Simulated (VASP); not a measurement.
# Ag (P6_3/mmc) in VASP: further runs

Ag is run at these levels: LDA; tasks: electric field gradients.

All numbers are computed with VASP 6.6.1; they aren't measurements. Logs are shortened: lines on timing, memory, paths and dates and some standing lists are left out, and cuts for length are marked.

## 1. The cell of the first run

The structure is hexagonal, space group P6_3/mmc (No. 194). Conventional cell: a = 2.930 Å, b = 2.930 Å, c = 4.742 Å, α = 90.00°, β = 90.00°, γ = 120.00°. Ag (site symmetry -6m2) has 12 Ag at 2.91 to 2.93 Å within 3.8 Å.

This isn't the form of Ag at room conditions, which is fcc.

## 2. Electric field gradients, LDA (zz strain of -1 %)

Input file INCAR:

```
SYSTEM = Ag
ALGO = Normal ; EDIFF = 1E-8
ENCUT = 520 ; GGA = CA
ISIF = 2 ; ISMEAR = -1
LASPH = .TRUE. ; LCHARG = .FALSE.
LEFG = .TRUE. ; LREAL = .FALSE.
LWAVE = .FALSE. ; NBANDS = 18
NELM = 60 ; PREC = Accurate
SIGMA = 0.05
```

Input file KPOINTS:

```
k-points
0
G
  14 14 8
  0 0 0
```

Input file POSCAR:

```
Ag
1.0
    2.9299980804      0.0000000000      0.0000000000
   -1.4649990402      2.5374527707      0.0000000000
    0.0000000000      0.0000000000      4.7421000000
Ag
2
Direct
    0.3333333333      0.6666666667      0.2500000000
    0.6666666667      0.3333333333      0.7500000000
```

Potentials or basis: VASP PAW LDA potentials, release 64 (Ag).

Launch:

```bash
cat potpaw_LDA.64/Ag/POTCAR > POTCAR
mpirun -np 1 vasp_std > vasp.out
```

OUTCAR:

```text
SYSTEM = Ag
   EDIFF = 1E-8
   ENCUT = 520
   GGA = CA
   ISIF = 2
   ISMEAR = -1
   LASPH = .TRUE.
   LREAL = .FALSE.
   NELM = 60
   PREC = Accurate

 ion  position               nearest neighbor table
   1  0.333  0.667  0.250-   2 2.91   2 2.91   2 2.91   2 2.91   2 2.91   2 2.91
   2  0.667  0.333  0.750-   1 2.91   1 2.91   1 2.91   1 2.91   1 2.91   1 2.91

  LATTYP: Found a hexagonal cell.
 ALAT       =     2.9299980804
 C/A-ratio  =     1.6184652242

  Lattice vectors:

 A1 = (   2.9299980804,   0.0000000000,   0.0000000000)
 A2 = (  -1.4649990402,   2.5374527707,   0.0000000000)
 A3 = (   0.0000000000,   0.0000000000,   4.7421000000)

Analysis of symmetry for initial positions (statically):
=====================================================================
 Subroutine PRICEL returns:
 Original cell was already a primitive cell.

 Routine SETGRP: Setting up the symmetry group for a
 hexagonal supercell.

 Subroutine GETGRP returns: Found 24 space group operations
 (whereof 12 operations were pure point group operations)
 out of a pool of 24 trial point group operations.

The static configuration has the point symmetry D_3d.
 The point group associated with its full space group is D_6h.

Analysis of symmetry for dynamics (positions and initial velocities):
=====================================================================
 Subroutine PRICEL returns:
 Original cell was already a primitive cell.

 Routine SETGRP: Setting up the symmetry group for a
 hexagonal supercell.

 Subroutine GETGRP returns: Found 24 space group operations
 (whereof 12 operations were pure point group operations)
 out of a pool of 24 trial point group operations.

The dynamic configuration has the point symmetry D_3d.
 The point group associated with its full space group is D_6h.

 Subroutine INISYM returns: Found 24 space group operations
 (whereof 12 operations are pure point group operations),
 and found     1 'primitive' translations

----------------------------------------------------------------------------------------

                                     Primitive cell

  volume of cell :      35.2562

[... 115 lines left out ...]
   AEXX    =    0.0000 exact exchange contribution
   IVDW    =     0    specifies the selected vdW correction
   LEPSILON=     F    determine dielectric tensor
   LRPA    =     F    only Hartree local field effects (RPA)
 non-spin polarized calculation
  energy-cutoff  :      520.00
  volume of cell :       35.26
 maximum number of plane-waves:       972
 NGX is ok and might be reduce to    24
   NGX = 11   NGY = 11   NGZ = 17

 number of electron      22.0000012 magnetization

 Free energy of the ion-electron system (eV)
  ---------------------------------------------------
  ext. energy  EPLUGINS =         0.00000000
  ---------------------------------------------------
  free energy    TOTEN  =        -7.44600931 eV

  energy without entropy =       -7.44240372  energy(sigma->0) =       -7.44420651

 E-fermi :   7.6394     XC(G=0): -12.3870

 val. band max:        7.6217856367   @ k =   0.4286   0.0714   0.2500
 cond. band min:       7.7448223866   @ k =   0.4286  -0.0000   0.5000
 fundamental gap:      0.1230367499
 Fermi energy:         7.6393618023

 k-point     1 :       0.0000    0.0000    0.0000
  band No.  band energies     occupation
      1       0.1004      2.00000
      2       1.5048      2.00000
      3       3.0668      2.00000
      4       3.1276      2.00000
      5       3.1276      2.00000
      6       3.3622      2.00000
[... 481 lines left out ...]
      5       3.0065      2.00000
      6       3.1313      2.00000
[... 10 lines left out ...]
     17      18.0516      0.00000
     18      18.9451      0.00000

 [... further k-points ...]
[... 5 lines left out ...]
  --------------------------------------------------------------------------------------
  -------------------------------------------------------------------------------------
  Total       -2.1597273     -2.1597273     -2.0664889      0.0000000     -0.0000000      0.0000000
  in kB      -98.1461985    -98.1461985    -93.9090926      0.0000000     -0.0000000      0.0000000
  external PRESSURE =     -96.7338299 kB  Pullay stress =       0.0000000 kB

 VOLUME and BASIS-vectors are now :
 -----------------------------------------------------------------------------
  energy-cutoff  :      520.00
  volume of cell :       35.26
      direct lattice vectors                 reciprocal lattice vectors
     2.929998080  0.000000000  0.000000000     0.341297152  0.197048003  0.000000000
    -1.464999040  2.537452771  0.000000000     0.000000000  0.394096005  0.000000000
     0.000000000  0.000000000  4.742100000     0.000000000  0.000000000  0.210877038

 POSITION                                       TOTAL-FORCE (eV/Angst)
 -----------------------------------------------------------------------------------
     -0.00000      1.69164      1.18552        -0.000000      0.000000      0.000000
      1.46500      0.84582      3.55657         0.000000      0.000000      0.000000
 -----------------------------------------------------------------------------------
    total drift:                               -0.000000      0.000000     -0.000000

  FREE ENERGIE OF THE ION-ELECTRON SYSTEM (eV)
  ---------------------------------------------------
  free  energy   TOTEN  =        -7.4460093074 eV

  energy  without entropy=       -7.4424037207  energy(sigma->0) =       -7.44420651

 Electric field gradients (V/A^2)
---------------------------------------------------------------------
 ion       V_xx      V_yy      V_zz      V_xy      V_xz      V_yz
---------------------------------------------------------------------
   1      -0.997    -0.998     1.995    -0.001     0.000    -0.000
   2      -0.997    -0.998     1.995    -0.001    -0.000     0.000
---------------------------------------------------------------------

 Electric field gradients after diagonalization (V/A^2)
 (convention: |V_zz| > |V_xx| > |V_yy|)
----------------------------------------------------------------------
 ion       V_xx      V_yy      V_zz     asymmetry (V_yy - V_xx)/ V_zz
----------------------------------------------------------------------
   1      -0.998    -0.996     1.995       0.001
   2      -0.998    -0.996     1.995       0.001
----------------------------------------------------------------------

           NMR quadrupolar parameters

 Cq : quadrupolar parameter    Cq=e*Q*V_zz/h
 eta: asymmetry parameters     (V_yy - V_xx)/ V_zz
 Q  : nuclear electric quadrupole moment in mb (millibarn)
----------------------------------------------------------------------
 ion       Cq(MHz)       eta       Q (mb)
----------------------------------------------------------------------
   1       0.005       0.001       1.000
   2       0.005       0.001       1.000
----------------------------------------------------------------------
```

OSZICAR:

```text
N       E                     dE             d eps       ncg     rms          rms(c)
DAV:   1     0.123413816265E+03    0.12341E+03   -0.11760E+04  4328   0.121E+03
DAV:   2    -0.597559649888E+01   -0.12939E+03   -0.12269E+03  4480   0.267E+02
DAV:   3    -0.803334718378E+01   -0.20578E+01   -0.20505E+01  5014   0.379E+01
DAV:   4    -0.803958611072E+01   -0.62389E-02   -0.62383E-02  4844   0.206E+00
DAV:   5    -0.803963814625E+01   -0.52036E-04   -0.52036E-04  4768   0.200E-01    0.712E+00
DAV:   6    -0.747141920666E+01    0.56822E+00   -0.14714E+00  4480   0.129E+01    0.458E+00
DAV:   7    -0.745410405173E+01    0.17315E-01   -0.12248E-02  4700   0.100E+00    0.258E+00
DAV:   8    -0.744599141937E+01    0.81126E-02   -0.90440E-04  4482   0.291E-01    0.752E-02
DAV:   9    -0.744600964569E+01   -0.18226E-04   -0.20039E-05  5054   0.311E-02    0.174E-02
DAV:  10    -0.744600925316E+01    0.39253E-06   -0.22485E-06  4702   0.145E-02    0.210E-03
DAV:  11    -0.744600930489E+01   -0.51727E-07   -0.78294E-08  5132   0.225E-03    0.955E-04
DAV:  12    -0.744600930738E+01   -0.24902E-08   -0.13378E-09  2428   0.335E-04
   1 F= -.74460093E+01 E0= -.74442065E+01  d E =-.360559E-02
```

stdout:

```text
POSCAR found type information on POSCAR Ag
 POSCAR found :  1 types and       2 ions
 scaLAPACK will be used
 LDA part: xc-table for (Slater(with rela. corr.)+CA(PZ))
 , standard interpolation
 POSCAR, INCAR and KPOINTS ok, starting setup
 FFT: planning ... GRIDC
 FFT: planning ... GRID_SOFT
 FFT: planning ... GRID
 WAVECAR not read
 entering main loop
ion   1

ion   2
```

It took 76 s on 1 thread of Intel Xeon 8259CL, shared host; peak memory 0.18 GiB.

What came out:

| Property | Result |
| --- | --- |
| Free energy | -7.4460 eV |
| Pressure | -9.7 GPa |
| Band gap on the k mesh | zero (bands 11 and 12 overlap by 6.87 eV) |
| Largest electric field gradient by atom | Ag +2.0 V/Å² |

Levels at points of the mesh, in eV from the Fermi level:
| k point | band 8 | band 9 | band 10 | band 11 | band 12 | band 13 | band 14 | band 15 |
| --- | --- | --- | --- | --- | --- | --- | --- | --- |
| (0.00, 0.00, 0.00) | -3.98 | -3.98 | -2.98 | -2.98 | -0.23 | 3.54 | 15.57 | 17.64 |
| (0.50, 0.00, 0.00) | -2.88 | -2.78 | -2.73 | 0.13 | 1.45 | 6.76 | 7.05 | 9.11 |
| (0.00, 0.00, 0.50) | -4.35 | -3.28 | -3.28 | -3.28 | -3.28 | 11.11 | 11.11 | 15.89 |
| (0.50, 0.00, 0.50) | -3.03 | -2.79 | -2.79 | 0.80 | 0.80 | 4.39 | 4.39 | 13.24 |

Electric field gradients, principal values (V/Å²):
```tsv
atom	least	middle	greatest (by size)
1 Ag	-0.996	-0.998	1.995
2 Ag	-0.996	-0.998	1.995
```

Caveat: the cell differs from its parent crystal (zz strain of -1 %); the cell stands under tension; without QUAD_EFG the Cq values of the log hold for a quadrupole moment of 1 mb, not for the nuclei.

## 3. Electric field gradients, LDA (zz strain of -1 %)

Input file INCAR:

```
SYSTEM = Ag
  ALGO = Normal
  EDIFF = 1E-8
  ENCUT = 520
  ISIF = 2
  ISMEAR = -1
  LASPH = .TRUE.
  LCHARG = .FALSE.
  LEFG = .TRUE.
  LREAL = .FALSE.
  LWAVE = .FALSE.
  NBANDS = 18
  NELM = 80
  PREC = Accurate
  SIGMA = 0.05
```

KPOINTS is that of step 2.

POSCAR is that of step 2.

Potentials or basis: VASP PAW LDA potentials, release 64 (Ag).

Launch:

```bash
cat potpaw_LDA.64/Ag/POTCAR > POTCAR
mpirun -np 1 vasp_std > vasp.out
```

OUTCAR:

```text
SYSTEM = Ag
   EDIFF = 1E-8
   ENCUT = 520
   ISIF = 2
   ISMEAR = -1
   LASPH = .TRUE.
   LREAL = .FALSE.
   NELM = 80
   PREC = Accurate

 ion  position               nearest neighbor table
   1  0.333  0.667  0.250-   2 2.91   2 2.91   2 2.91   2 2.91   2 2.91   2 2.91
   2  0.667  0.333  0.750-   1 2.91   1 2.91   1 2.91   1 2.91   1 2.91   1 2.91

  LATTYP: Found a hexagonal cell.
 ALAT       =     2.9299980804
 C/A-ratio  =     1.6184652242

  Lattice vectors:

 A1 = (   2.9299980804,   0.0000000000,   0.0000000000)
 A2 = (  -1.4649990402,   2.5374527707,   0.0000000000)
 A3 = (   0.0000000000,   0.0000000000,   4.7421000000)
[... 718 lines left out ...]
  free  energy   TOTEN  =        -7.4460093074 eV

  energy  without entropy=       -7.4424037207  energy(sigma->0) =       -7.44420651

 Electric field gradients (V/A^2)
---------------------------------------------------------------------
 ion       V_xx      V_yy      V_zz      V_xy      V_xz      V_yz
---------------------------------------------------------------------
   1      -0.997    -0.998     1.995    -0.001     0.000    -0.000
   2      -0.997    -0.998     1.995    -0.001    -0.000     0.000
---------------------------------------------------------------------

 Electric field gradients after diagonalization (V/A^2)
 (convention: |V_zz| > |V_xx| > |V_yy|)
----------------------------------------------------------------------
 ion       V_xx      V_yy      V_zz     asymmetry (V_yy - V_xx)/ V_zz
----------------------------------------------------------------------
   1      -0.998    -0.996     1.995       0.001
   2      -0.998    -0.996     1.995       0.001
----------------------------------------------------------------------

           NMR quadrupolar parameters

 Cq : quadrupolar parameter    Cq=e*Q*V_zz/h
 eta: asymmetry parameters     (V_yy - V_xx)/ V_zz
 Q  : nuclear electric quadrupole moment in mb (millibarn)
----------------------------------------------------------------------
 ion       Cq(MHz)       eta       Q (mb)
----------------------------------------------------------------------
   1       0.005       0.001       1.000
   2       0.005       0.001       1.000
----------------------------------------------------------------------
```

Run time: 66 s. Hardware: 1 thread of Intel Xeon 8259CL, shared host; peak memory 0.18 GiB.

Results:

```yaml
Free_energy: -7.4460 eV
Pressure: -9.7 GPa
Band_gap_on_the_k_mesh: zero (bands 11 and 12 overlap by 6.87 eV)
Largest_electric_field_gradient_by_atom: Ag +2.0 V/Å²
```

Electric field gradients, principal values (V/Å²):
```csv
atom,least,middle,greatest (by size)
1 Ag,-0.996,-0.998,1.995
2 Ag,-0.996,-0.998,1.995
```

Caveat: the cell differs from its parent crystal (zz strain of -1 %); the cell stands under tension; without QUAD_EFG the Cq values of the log hold for a quadrupole moment of 1 mb, not for the nuclei.

## 4. Electric field gradients, LDA (16.74 Å³/atom)

This run uses another cell than the first one, of 16.74 Å³/atom.

Input file INCAR:

```
SYSTEM = Ag
ALGO = Normal
EDIFF = 1E-8
ENCUT = 520
GGA = CA
ISIF = 2
ISMEAR = -1
LASPH = .TRUE.
LCHARG = .FALSE.
LEFG = .TRUE.
LREAL = .FALSE.
LWAVE = .FALSE.
NBANDS = 18
NELM = 100
PREC = Accurate
SIGMA = 0.05
```

KPOINTS is that of step 3.

Input file POSCAR:

```
Ag
1.0
    2.8701854181      0.0000000000      0.0000000000
   -1.4350927091      2.4856534857      0.0000000000
    0.0000000000      0.0000000000      4.6922174608
Ag
2
Direct
    0.3333333333      0.6666666667      0.2500000000
    0.6666666667      0.3333333333      0.7500000000
```

Potentials or basis: VASP PAW LDA potentials, release 64 (Ag).

Launch:

```bash
cat potpaw_LDA.64/Ag/POTCAR > POTCAR
mpirun -np 1 vasp_std > vasp.out
```

OUTCAR:

```text
SYSTEM = Ag
   EDIFF = 1E-8
   ENCUT = 520
   GGA = CA
   ISIF = 2
   ISMEAR = -1
   LASPH = .TRUE.
   LREAL = .FALSE.
   NELM = 100
   PREC = Accurate

 ion  position               nearest neighbor table
   1  0.333  0.667  0.250-   2 2.87   2 2.87   2 2.87   2 2.87   2 2.87   2 2.87
   2  0.667  0.333  0.750-   1 2.87   1 2.87   1 2.87   1 2.87   1 2.87   1 2.87

  LATTYP: Found a hexagonal cell.
 ALAT       =     2.8701854181
 C/A-ratio  =     1.6348133578

  Lattice vectors:

 A1 = (   2.8701854181,   0.0000000000,   0.0000000000)
 A2 = (  -1.4350927091,   2.4856534857,   0.0000000000)
 A3 = (   0.0000000000,   0.0000000000,   4.6922174608)

Analysis of symmetry for initial positions (statically):
=====================================================================
 Subroutine PRICEL returns:
 Original cell was already a primitive cell.

 Routine SETGRP: Setting up the symmetry group for a
 hexagonal supercell.

 Subroutine GETGRP returns: Found 24 space group operations
 (whereof 12 operations were pure point group operations)
 out of a pool of 24 trial point group operations.

The static configuration has the point symmetry D_3d.
 The point group associated with its full space group is D_6h.

Analysis of symmetry for dynamics (positions and initial velocities):
=====================================================================
 Subroutine PRICEL returns:
 Original cell was already a primitive cell.

 Routine SETGRP: Setting up the symmetry group for a
 hexagonal supercell.

 Subroutine GETGRP returns: Found 24 space group operations
 (whereof 12 operations were pure point group operations)
[... 154 lines left out ...]
 cond. band min:       8.3713881677   @ k =   0.0714   0.0000   0.0000
 fundamental gap:      0.0342391672
 Fermi energy:         8.3460418474

 k-point     1 :       0.0000    0.0000    0.0000
  band No.  band energies     occupation
      1       0.4443      2.00000
      2       1.8941      2.00000
      3       3.5611      2.00000
      4       3.6681      2.00000
      5       3.6681      2.00000
      6       3.9175      2.00000
[... 481 lines left out ...]
      5       3.5340      2.00000
      6       3.6617      2.00000
[... 10 lines left out ...]
     17      19.1182      0.00000
     18      20.0887      0.00000

 [... further k-points ...]
[... 5 lines left out ...]
  --------------------------------------------------------------------------------------
  -------------------------------------------------------------------------------------
  Total       -1.0029255     -1.0029255     -1.0596930      0.0000000      0.0000000      0.0000000
  in kB      -48.0010335    -48.0010335    -50.7179820      0.0000000      0.0000000      0.0000000
  external PRESSURE =     -48.9066830 kB  Pullay stress =       0.0000000 kB

 VOLUME and BASIS-vectors are now :
 -----------------------------------------------------------------------------
  energy-cutoff  :      520.00
  volume of cell :       33.48
      direct lattice vectors                 reciprocal lattice vectors
     2.870185418  0.000000000  0.000000000     0.348409547  0.201154345  0.000000000
    -1.435092709  2.485653486  0.000000000     0.000000000  0.402308691  0.000000000
     0.000000000  0.000000000  4.692217461     0.000000000  0.000000000  0.213118852

 POSITION                                       TOTAL-FORCE (eV/Angst)
 -----------------------------------------------------------------------------------
     -0.00000      1.65710      1.17305        -0.000000     -0.000000      0.000000
      1.43509      0.82855      3.51916         0.000000      0.000000      0.000000
 -----------------------------------------------------------------------------------
    total drift:                                0.000000     -0.000000      0.000000

  FREE ENERGIE OF THE ION-ELECTRON SYSTEM (eV)
  ---------------------------------------------------
  free  energy   TOTEN  =        -7.5278204608 eV

  energy  without entropy=       -7.5233733162  energy(sigma->0) =       -7.52559689

 Electric field gradients (V/A^2)
---------------------------------------------------------------------
 ion       V_xx      V_yy      V_zz      V_xy      V_xz      V_yz
---------------------------------------------------------------------
   1      -1.773    -1.773     3.546    -0.000     0.000    -0.000
   2      -1.773    -1.773     3.546    -0.000    -0.000     0.000
---------------------------------------------------------------------

 Electric field gradients after diagonalization (V/A^2)
 (convention: |V_zz| > |V_xx| > |V_yy|)
----------------------------------------------------------------------
 ion       V_xx      V_yy      V_zz     asymmetry (V_yy - V_xx)/ V_zz
----------------------------------------------------------------------
   1      -1.773    -1.773     3.546       0.000
   2      -1.773    -1.773     3.546       0.000
----------------------------------------------------------------------

           NMR quadrupolar parameters

 Cq : quadrupolar parameter    Cq=e*Q*V_zz/h
 eta: asymmetry parameters     (V_yy - V_xx)/ V_zz
 Q  : nuclear electric quadrupole moment in mb (millibarn)
----------------------------------------------------------------------
 ion       Cq(MHz)       eta       Q (mb)
----------------------------------------------------------------------
   1       0.009       0.000       1.000
   2       0.009       0.000       1.000
----------------------------------------------------------------------
```

Run time: 65 s. Hardware: 1 thread of Intel Xeon 8259CL, shared host; peak memory 0.18 GiB.

What came out:

| Property | Result |
| --- | --- |
| Free energy | -7.5278 eV |
| Pressure | -4.9 GPa |
| Band gap on the k mesh | zero (bands 11 and 12 overlap by 7.09 eV) |
| Largest electric field gradient by atom | Ag +3.5 V/Å² |

Electric field gradients, principal values (V/Å²):
```csv
atom,least,middle,greatest (by size)
1 Ag,-1.773,-1.773,3.546
2 Ag,-1.773,-1.773,3.546
```

Caveat: the cell stands under tension; without QUAD_EFG the Cq values of the log hold for a quadrupole moment of 1 mb, not for the nuclei.
